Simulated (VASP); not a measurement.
Set up this calculation in VASP 6.6.1, as the native input.

```
Task                               : single point
Functional                         : HSE06
Potentials or basis                : VASP PAW PBE potentials, release 64 (Li_sv, S)
Cutoff                             : 650 eV
k mesh                             : 4 × 4 × 4
Occupations                        : gaussian, width 0.01 eV
Spin                               : no spin polarisation
Dipole correction                  : no
Grid for exact exchange (PRECFOCK) : Normal
Further INCAR settings             : ALGO = Normal; EDIFF = 1e-06; NBANDS = 13
Share of exact exchange            : 0.25
Screening parameter                : 0.2079 1/Å
```

Crystal: Li2S.

```xyz
3
Lattice="0.0000 2.8453 2.8453 2.8453 0.0000 2.8453 2.8453 2.8453 0.0000" Properties=species:S:1:pos:R:3 pbc="T T T"
Li    1.4226    1.4226    1.4226
Li    4.2679    4.2679    4.2679
S     0.0000    0.0000    0.0000
```

The input as run:

POSCAR

```
Li2S
1.0
    0.0000000000      2.8452944197      2.8452944197
    2.8452944197      0.0000000000      2.8452944197
    2.8452944197      2.8452944197      0.0000000000
Li S
2 1
Direct
    0.2500000000      0.2500000000      0.2500000000
    0.7500000000      0.7500000000      0.7500000000
    0.0000000000      0.0000000000      0.0000000000
```

INCAR.step1

```
PREC = Accurate
ENCUT = 650
EDIFF = 1E-5
ISMEAR = 0
SIGMA = 0.01
LREAL = False
LASPH = True
NELM = 120
ALGO = Normal
ISIF = 2
LWAVE = True
LCHARG = False
GGA = PE
NBANDS = 13
GGA_COMPAT = False
```

INCAR.step2

```
PREC = Accurate
ENCUT = 650
EDIFF = 1E-6
ISMEAR = 0
SIGMA = 0.01
LREAL = False
LASPH = True
NELM = 120
ALGO = Normal
ISIF = 2
LWAVE = False
LCHARG = False
GGA = PE
LHFCALC = True
HFSCREEN = 0.2079
PRECFOCK = Normal
ISTART = 1
NBANDS = 13
GGA_COMPAT = False
```

KPOINTS

```
regular mesh
0
Gamma
  4 4 4
```

Potentials or basis: VASP PAW PBE potentials, release 64 (Li_sv, S).

Run with:

```sh
$ cat potpaw_PBE.64/Li_sv/POTCAR potpaw_PBE.64/S/POTCAR > POTCAR
$ cp INCAR.step1 INCAR
$ mpirun -np 1 vasp_std > vasp.out
$ cp INCAR.step2 INCAR
$ mpirun -np 1 vasp_std > vasp.out
```

It gave:

- Pressure: -0.5 GPa
- Band gap on the k mesh: 4.33 eV (least direct gap 5.35 eV)

Caveat: the k points lie up to 0.48 Å⁻¹ apart; the PAW data sets were made with another functional, which shifts forces and pressure a little.

Wall time 3.4 min on 1 thread of AMD EPYC 7R13 Processor (Zen 3), with other jobs on the host, peak memory 0.27 GiB.
